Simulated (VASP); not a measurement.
# Al3Pt (P6/mmm) in VASP: a series of runs

Al3Pt is run at these levels: PBE; tasks: single point, relaxation of cell and atoms.

All numbers are computed with VASP 6.6.1; they aren't measurements. Logs are shortened: lines on timing, memory, paths and dates and some standing lists are left out, and cuts for length are marked.

### Step 1. The cell of the first run

The structure is hexagonal, space group P6/mmm (No. 191). The conventional cell has a = 4.450 Å, b = 4.450 Å, c = 4.906 Å, α = 90.00°, β = 90.00°, γ = 120.00°. Al (site symmetry -6m2) has 3 Al at 2.57 Å and 3 Pt at 2.57 Å within 3.4 Å. Al (site symmetry 6/mmm) has 2 Pt at 2.45 Å within 3.2 Å. Within 3.2 Å of Pt (site symmetry 6/mmm) lie 8 Al at 2.45 to 2.57 Å.

### Step 2. Single point, PBE

Input file INCAR:

```
SYSTEM = Al3Pt
PREC = Accurate
ENCUT = 520
EDIFF = 1E-6
ISMEAR = 0
SIGMA = 0.1
LREAL = .FALSE.
LASPH = .TRUE.
NELM = 100
ALGO = Normal
ISIF = 2
LWAVE = .FALSE.
LCHARG = .TRUE.
GGA = PE
LELF = .TRUE.
LVHAR = .TRUE.
NBANDS = 18
```

Input file KPOINTS:

```
Automatic mesh
0
G
  6 6 4
  0 0 0
```

Input file POSCAR:

```
Al3Pt
1.0
    4.4500981864      0.0000000000      0.0000000000
   -2.2250490932      3.8538980788      0.0000000000
    0.0000000000      0.0000000000      4.9059450044
Al Pt
3 1
Direct
    0.3333333333      0.6666666667      0.0000000000
    0.0000000000      0.0000000000      0.5000000000
    0.6666666667      0.3333333333      0.0000000000
    0.0000000000      0.0000000000      0.0000000000
```

Potentials or basis: VASP PAW PBE potentials, release 64 (Al, Pt).

On the command line:

```sh
$ cat potpaw_PBE.64/Al/POTCAR potpaw_PBE.64/Pt/POTCAR > POTCAR
$ mpirun -np 1 vasp_std > vasp.out
```

OUTCAR:

```text
SYSTEM = Al3Pt
   PREC = Accurate
   ENCUT = 520
   EDIFF = 1E-6
   ISMEAR = 0
   LREAL = .FALSE.
   LASPH = .TRUE.
   NELM = 100
   ISIF = 2
   GGA = PE

 ion  position               nearest neighbor table
   1  0.333  0.667  0.000-   4 2.57   3 2.57   3 2.57   4 2.57   4 2.57   3 2.57
   2  0.000  0.000  0.500-   4 2.45   4 2.45
   3  0.667  0.333  0.000-   1 2.57   4 2.57   1 2.57   4 2.57   4 2.57   1 2.57
   4  0.000  0.000  0.000-   2 2.45   2 2.45   3 2.57   1 2.57   3 2.57   1 2.57   3 2.57   1 2.57

  LATTYP: Found a hexagonal cell.
 ALAT       =     4.4500981864
 C/A-ratio  =     1.1024352270

  Lattice vectors:

 A1 = (   4.4500981864,   0.0000000000,   0.0000000000)
 A2 = (  -2.2250490932,   3.8538980788,   0.0000000000)
 A3 = (   0.0000000000,   0.0000000000,   4.9059450044)

Analysis of symmetry for initial positions (statically):
=====================================================================
 Subroutine PRICEL returns:
 Original cell was already a primitive cell.

 Routine SETGRP: Setting up the symmetry group for a
 hexagonal supercell.

 Subroutine GETGRP returns: Found 24 space group operations
 (whereof 24 operations were pure point group operations)
 out of a pool of 24 trial point group operations.

The static configuration has the point symmetry D_6h.

Analysis of symmetry for dynamics (positions and initial velocities):
=====================================================================
 Subroutine PRICEL returns:
 Original cell was already a primitive cell.

 Routine SETGRP: Setting up the symmetry group for a
 hexagonal supercell.

 Subroutine GETGRP returns: Found 24 space group operations
 (whereof 24 operations were pure point group operations)
 out of a pool of 24 trial point group operations.

The dynamic configuration has the point symmetry D_6h.

 Subroutine INISYM returns: Found 24 space group operations
 (whereof 24 operations are pure point group operations),
 and found     1 'primitive' translations

----------------------------------------------------------------------------------------

                                     Primitive cell

  volume of cell :      84.1381

  direct lattice vectors                    reciprocal lattice vectors
     4.450098186  0.000000000  0.000000000     0.224714143  0.129738771  0.000000000
    -2.225049093  3.853898079  0.000000000     0.000000000  0.259477542  0.000000000
     0.000000000  0.000000000  4.905945004     0.000000000  0.000000000  0.203834327

  length of vectors
     4.450098186  4.450098186  4.905945004     0.259477542  0.259477542  0.203834327

  position of ions in fractional coordinates (direct lattice)
     0.333333333  0.666666667  0.000000000
     0.000000000  0.000000000  0.500000000
     0.666666667  0.333333333  0.000000000
     0.000000000  0.000000000  0.000000000

  ion indices of the primitive-cell ions
   primitive index   ion index
                 1           1
                 2           2
                 3           3
                 4           4

----------------------------------------------------------------------------------------

 KPOINTS: Automatic mesh

Automatic generation of k-mesh.
 Grid dimensions read from file:
 generate k-points for:    6    6    4

 Generating k-lattice:

  Cartesian coordinates                     Fractional coordinates (reciprocal lattice)
     0.037452357  0.021623128  0.000000000     0.166666667 -0.000000000  0.000000000
     0.000000000  0.043246257  0.000000000     0.000000000  0.166666667  0.000000000
     0.000000000  0.000000000  0.050958582     0.000000000  0.000000000  0.250000000

  Length of vectors
     0.043246257  0.043246257  0.050958582

  Shift w.r.t. Gamma in fractional coordinates (k-lattice)
     0.000000000  0.000000000  0.000000000

 Subroutine IBZKPT returns following result:
 ===========================================

 Found     21 irreducible k-points:

 Following reciprocal coordinates:
            Coordinates               Weight
  0.000000  0.000000  0.000000      1.000000
  0.166667 -0.000000  0.000000      6.000000
  0.333333 -0.000000  0.000000      6.000000
  0.500000  0.000000  0.000000      3.000000
  0.166667  0.166667  0.000000      6.000000
  0.333333  0.166667  0.000000     12.000000
[... 13 lines left out ...]
  0.333333  0.166667  0.500000     12.000000
  0.333333  0.333333  0.500000      2.000000
   k-points           NKPTS =     21   k-points in BZ     NKDIM =     21   number of bands    NBANDS=     18
   number of dos      NEDOS =    301   number of ions     NIONS =      4
   total plane-waves  NPLWV =  46656
   dimension x,y,z NGX =    36 NGY =   36 NGZ =   36
   dimension x,y,z NGXF=    72 NGYF=   72 NGZF=   72
   ions per type =               3   1
   NGX,Y,Z   is equivalent  to a cutoff of  13.45, 13.45, 12.20 a.u.
   NGXF,Y,Z  is equivalent  to a cutoff of  26.90, 26.90, 24.40 a.u.
 SYSTEM =  Al3Pt
   PREC   = accura    normal or accurate (medium, high low for compatibility)
   ISTART =      0    job   : 0-new  1-cont  2-samecut
   ICHARG =      2    charge: 1-file 2-atom 10-const
   ISPIN  =      1    spin polarized calculation?
   LNONCOLLINEAR =      F non collinear calculations
   LSORBIT =      F    spin-orbit coupling
   LASPH  =      T    aspherical Exc in radial PAW
   ENCUT  =  520.0 eV  38.22 Ry    6.18 a.u.   8.27  8.27  9.12*2*pi/ulx,y,z
   NELM   =    100;   NELMIN=  2; NELMDL= -5     # of ELM steps
   EDIFF  = 0.1E-05   stopping-criterion for ELM
   LREAL  =      F    real-space projection
   EDIFFG = 0.1E-04   stopping-criterion for IOM
   NSW    =      0    number of steps for IOM
   IBRION =     -1    ionic relax: 0-MD 1-quasi-New 2-CG
   NFREE  =      0    steps in history (QN), initial steepest desc. (CG)
   ISIF   =      2    stress and relaxation
   ISYM   =      2    0-nonsym 1-usesym 2-fastsym
   POTIM  = 0.5000    time-step for ionic-motion
   TEBEG  =    0.0;   TEEND  =   0.0 temperature during run
   PSTRESS=    0.0 pullay stress
   NELECT =      19.0000    total number of electrons
   NUPDOWN=      -1.0000    fix difference up-down
   EMIN   =  10.00;   EMAX   =-10.00  energy-range for DOS
   EFERMI =   0.00;   METHOD = LEGACY
   ISMEAR =     0;   SIGMA  =   0.10  broadening in eV -4-tet -1-fermi 0-gaus
   EFERMI_NEDOS =   21; number of points for ismear=-14 and -15
   IALGO  =     38    algorithm
   IMIX   =      4    mixing-type and parameters
     AMIX     =   0.40;   BMIX     =  1.00
     AMIX_MAG =   1.60;   BMIX_MAG =  1.00
  volume/ion in A,a.u.               =      21.03       141.95
  Fermi-wavevector in a.u.,A,eV,Ry     =   0.996924  1.883912 13.522240  0.993857
  Thomas-Fermi vector in A             =   2.129045
   LORBIT       =      0    0 simple, 1 ext, 2 COOP (PROOUT), +10 PAW based schemes
   GGA     = PE    functional components
   LHFCALC =     F    Hartree Fock is set to
   AEXX    =    0.0000 exact exchange contribution
   IVDW    =     0    specifies the selected vdW correction
   LEPSILON=     F    determine dielectric tensor
   LRPA    =     F    only Hartree local field effects (RPA)
 non-spin polarized calculation
 Gauss-broadening in eV      SIGMA  =   0.10
  energy-cutoff  :      520.00
  volume of cell :       84.14
 maximum number of plane-waves:      2286
 NGX is ok and might be reduce to    36
   NGX = 17   NGY = 17   NGZ = 19

 number of electron      18.9999998 magnetization

 Free energy of the ion-electron system (eV)
  ---------------------------------------------------
  ext. energy  EPLUGINS =         0.00000000
  ---------------------------------------------------
  free energy    TOTEN  =       -18.59374746 eV

  energy without entropy =      -18.58923788  energy(sigma->0) =      -18.59149267

 E-fermi :   6.4311     XC(G=0):  -9.5523

 val. band max:        6.4162708508   @ k =   0.3333   0.3333   0.2500
 cond. band min:       6.6376411298   @ k =   0.0000   0.0000   0.2500
 fundamental gap:      0.2213702790
 Fermi energy:         6.4310506238

 k-point     1 :       0.0000    0.0000    0.0000
  band No.  band energies     occupation
      1      -4.0143      2.00000
      2      -0.2256      2.00000
      3       0.5037      2.00000
      4       0.5037      2.00000
      5       2.0250      2.00000
      6       2.0250      2.00000
[... 10 lines left out ...]
     17      11.4269      0.00000
     18      12.5745      0.00000

 k-point     2 :       0.1667   -0.0000    0.0000
  band No.  band energies     occupation
      1      -3.7061      2.00000
      2      -0.1636      2.00000
      3       0.3096      2.00000
      4       0.6906      2.00000
      5       1.7962      2.00000
      6       1.9956      2.00000
[... 10 lines left out ...]
     17      11.2740      0.00000
     18      11.5544      0.00000

 k-point     3 :       0.3333   -0.0000    0.0000
  band No.  band energies     occupation
      1      -2.8308      2.00000
      2      -0.1889      2.00000
      3      -0.0561      2.00000
      4       1.1859      2.00000
      5       1.5178      2.00000
      6       1.9380      2.00000
[... 10 lines left out ...]
     17      12.3202      0.00000
     18      13.1778      0.00000

 k-point     4 :       0.5000    0.0000    0.0000
  band No.  band energies     occupation
      1      -1.9023      2.00000
      2      -0.8878      2.00000
      3      -0.0489      2.00000
      4       1.2715      2.00000
      5       1.4168      2.00000
      6       1.5774      2.00000
[... 10 lines left out ...]
     17      13.1984      0.00000
     18      13.5031      0.00000

 k-point     5 :       0.1667    0.1667    0.0000
  band No.  band energies     occupation
      1      -3.1087      2.00000
      2      -0.0869      2.00000
      3       0.0117      2.00000
      4       1.0380      2.00000
      5       1.6010      2.00000
      6       1.9188      2.00000
[... 10 lines left out ...]
     17      12.8004      0.00000
     18      13.4168      0.00000

 k-point     6 :       0.3333    0.1667    0.0000
  band No.  band energies     occupation
      1      -2.0378      2.00000
      2      -0.5250      2.00000
      3      -0.1030      2.00000
      4       1.1360      2.00000
      5       1.4843      2.00000
      6       1.5947      2.00000
[... 10 lines left out ...]
     17      13.4996      0.00000
     18      14.0853      0.00000

 k-point     7 :       0.3333    0.3333    0.0000
  band No.  band energies     occupation
      1      -1.0999      2.00000
      2      -0.6506      2.00000
      3      -0.6506      2.00000
      4       0.5942      2.00000
      5       1.6101      2.00000
      6       1.6101      2.00000
[... 10 lines left out ...]
     17      11.4418      0.00000
     18      15.1614      0.00000

 k-point     8 :       0.0000    0.0000    0.2500
  band No.  band energies     occupation
      1      -3.8218      2.00000
      2      -0.1503      2.00000
      3       0.5178      2.00000
      4       0.5178      2.00000
      5       1.9158      2.00000
      6       1.9462      2.00000
[... 10 lines left out ...]
     17      10.7853      0.00000
     18      11.6706      0.00000
[... 166 lines left out ...]
     17      11.9779      0.00000
     18      12.3245      0.00000

 k-point    17 :       0.3333   -0.0000    0.5000
  band No.  band energies     occupation
      1      -2.3725      2.00000
      2      -0.0325      2.00000
      3       0.5352      2.00000
      4       1.0464      2.00000
      5       1.2123      2.00000
      6       1.6817      2.00000
[... 10 lines left out ...]
     17      13.4933      0.00000
     18      13.8759      0.00000

 k-point    18 :       0.5000    0.0000    0.5000
  band No.  band energies     occupation
      1      -1.4232      2.00000
      2      -0.5282      2.00000
      3       0.8776      2.00000
      4       0.9977      2.00000
      5       1.2923      2.00000
      6       1.5081      2.00000
[... 10 lines left out ...]
     17      13.5338      0.00000
     18      14.0795      0.00000

 k-point    19 :       0.1667    0.1667    0.5000
  band No.  band energies     occupation
      1      -2.6583      2.00000
      2       0.0917      2.00000
      3       0.4062      2.00000
      4       1.0386      2.00000
      5       1.0819      2.00000
      6       1.7113      2.00000
[... 10 lines left out ...]
     17      12.8525      0.00000
     18      13.4544      0.00000

 k-point    20 :       0.3333    0.1667    0.5000
  band No.  band energies     occupation
      1      -1.5472      2.00000
      2      -0.2901      2.00000
      3       0.8529      2.00000
      4       0.9838      2.00000
      5       1.2571      2.00000
      6       1.4872      2.00000
[... 10 lines left out ...]
     17      13.9976      0.00000
     18      14.3301      0.00000

 k-point    21 :       0.3333    0.3333    0.5000
  band No.  band energies     occupation
      1      -0.4208      2.00000
      2      -0.4208      2.00000
      3      -0.1409      2.00000
      4       1.1037      2.00000
      5       1.1985      2.00000
      6       1.1985      2.00000
[... 10 lines left out ...]
     17      13.1515      0.00000
     18      14.4706      0.00000

------------------------ aborting loop because EDIFF is reached ----------------------------------------

  FORCE on cell =-STRESS in cart. coord.  units (eV):
  Direction    XX          YY          ZZ          XY          YZ          ZX
  --------------------------------------------------------------------------------------
  -------------------------------------------------------------------------------------
  Total       -0.0141772     -0.0141772     -0.0390111      0.0000000      0.0000000      0.0000000
  in kB       -0.2699659     -0.2699659     -0.7428593      0.0000000      0.0000000      0.0000000
  external PRESSURE =      -0.4275970 kB  Pullay stress =       0.0000000 kB

 VOLUME and BASIS-vectors are now :
 -----------------------------------------------------------------------------
  energy-cutoff  :      520.00
  volume of cell :       84.14
      direct lattice vectors                 reciprocal lattice vectors
     4.450098186  0.000000000  0.000000000     0.224714143  0.129738771  0.000000000
    -2.225049093  3.853898079  0.000000000     0.000000000  0.259477542  0.000000000
     0.000000000  0.000000000  4.905945004     0.000000000  0.000000000  0.203834327

 POSITION                                       TOTAL-FORCE (eV/Angst)
 -----------------------------------------------------------------------------------
     -0.00000      2.56927      0.00000        -0.000000      0.000000      0.000000
      0.00000      0.00000      2.45297        -0.000000      0.000000      0.000000
      2.22505      1.28463      0.00000         0.000000     -0.000000      0.000000
      0.00000      0.00000      0.00000        -0.000000      0.000000      0.000000
 -----------------------------------------------------------------------------------
    total drift:                                0.000000     -0.000000      0.000000

  FREE ENERGIE OF THE ION-ELECTRON SYSTEM (eV)
  ---------------------------------------------------
  free  energy   TOTEN  =       -18.5937474583 eV

  energy  without entropy=      -18.5892378795  energy(sigma->0) =      -18.59149267
```

It took 46 s on 1 thread of Intel Xeon Platinum 8259CL at 2.50GHz (Skylake/Cascade Lake), shared host; peak memory 0.21 GiB.

What came out:

* Free energy: -18.5937 eV
* Pressure: 0.0 GPa

Caveat: spin-orbit coupling is left out, which moves the levels of the heavy elements.

### Step 3. Relaxation of cell and atoms, PBE

This run uses another cell than the first one, of 16.70 Å³/atom, 0.794 times its volume.

Input file INCAR:

```
SYSTEM = Al3Pt
ALGO     = Normal         ! electronic algorithm
EDIFF    = 1E-7           ! SCF threshold, eV
EDIFFG   = -0.04          ! ionic threshold
ENCUT    = 600            ! plane-wave cutoff, eV
GGA      = PE             ! functional
IBRION   = 2              ! ionic algorithm
ISIF     = 3              ! what is computed and relaxed
ISMEAR   = 0              ! smearing method
LASPH    = .TRUE.         ! aspherical terms in the spheres
LCHARG   = .FALSE.        ! write CHGCAR
LREAL    = .FALSE.        ! projectors in reciprocal space
LWAVE    = .FALSE.        ! write WAVECAR
NELM     = 80             ! most SCF steps
NSW      = 90             ! ionic steps
PREC     = Accurate       ! precision mode
SIGMA    = 0.1            ! smearing width, eV
```

Input file KPOINTS:

```
k-points
0
G
  6 6 4
  0 0 0
```

Input file POSCAR:

```
Al3Pt
1.0
    3.8009566400      0.0000000000      0.0000000000
   -1.9004783200      3.2917250100      0.0000000000
    0.0000000000      0.0000000000      5.3405027500
Al Pt
3 1
Direct
    0.3333333300      0.6666666700      0.0000000000
    0.0000000000      0.0000000000      0.5000000000
    0.6666666700      0.3333333300      0.0000000000
    0.0000000000      0.0000000000      0.0000000000
```

Potentials or basis: VASP PAW PBE potentials, release 64 (Al, Pt).

On the command line:

```sh
$ cat potpaw_PBE.64/Al/POTCAR potpaw_PBE.64/Pt/POTCAR > POTCAR
$ mpirun -np 1 vasp_std > vasp.out
```

Wall time 4.5 min (1 thread of Intel Xeon Platinum 8259CL at 2.50GHz (Skylake/Cascade Lake), shared host); peak memory 0.21 GiB.

The run converged. Its results:

```yaml
Free_energy: -18.5908 eV
Relaxed_volume: 21.02 Å³/atom
Relaxed_cell: a = 4.450 Å, b = 4.450 Å, c = 4.903 Å, α = 90.00°, β = 90.00°, γ = 120.00°
Space_group_after_relaxing_to_0.05_Å: P6/mmm (No. 191)
Energy_gained_by_relaxing: 1436.2 meV/atom
Ionic_steps: 11
Pressure_after_relaxing: 0.0 GPa
```

Step by step:
```tsv
step	energy change (eV)	largest force (eV/Å)	pressure (GPa)	volume (Å³)
1	0.0000	0.0000	63.18	66.82
2	-1.6866	0.0000	-10.41	144.21
3	-5.3966	0.0000	-7.74	95.25
4	-5.4794	0.0000	-5.54	92.60
5	-5.4996	0.0000	-3.38	90.43
6	-5.4991	0.0000	-3.91	90.94
7	-5.7324	0.0000	-1.75	85.93
8	-5.7412	0.0000	-1.07	85.01
9	-5.7413	0.0000	-0.98	84.89
10	-5.7425	0.0000	0.85	83.44
11	-5.7448	0.0000	0.02	84.08
```

Final structure:
```yaml
crystal:
  lattice:
    - [4.44978, 0.00000, 0.00000]
    - [-2.22489, 3.85362, 0.00000]
    - [0.00000, 0.00000, 4.90328]
  atoms:
    - { symbol: Al, position: [0.33333, 0.66667, 0.00000] }
    - { symbol: Al, position: [0.00000, 0.00000, 0.50000] }
    - { symbol: Al, position: [0.66667, 0.33333, 0.00000] }
    - { symbol: Pt, position: [0.00000, 0.00000, 0.00000] }
```

Levels at points of the mesh, in eV from the Fermi level:
```tsv
k point	band 6	band 7	band 8	band 9	band 10	band 11	band 12	band 13
(0.00, 0.00, 0.00)	-4.41	-3.09	-0.53	-0.17	-0.17	1.19	2.30	2.30
(0.50, 0.00, 0.00)	-4.86	-4.53	-2.92	-1.05	0.39	0.73	1.07	1.67
(0.00, 0.00, 0.50)	-4.56	-4.56	0.66	0.66	1.64	1.87	2.60	2.60
(0.50, 0.00, 0.50)	-4.93	-4.85	-4.73	-2.52	-0.91	1.27	1.42	2.40
```

Caveat: the volume moved by over 15 % at a fixed basis, so the end points are rough; spin-orbit coupling is left out, which moves the levels of the heavy elements.
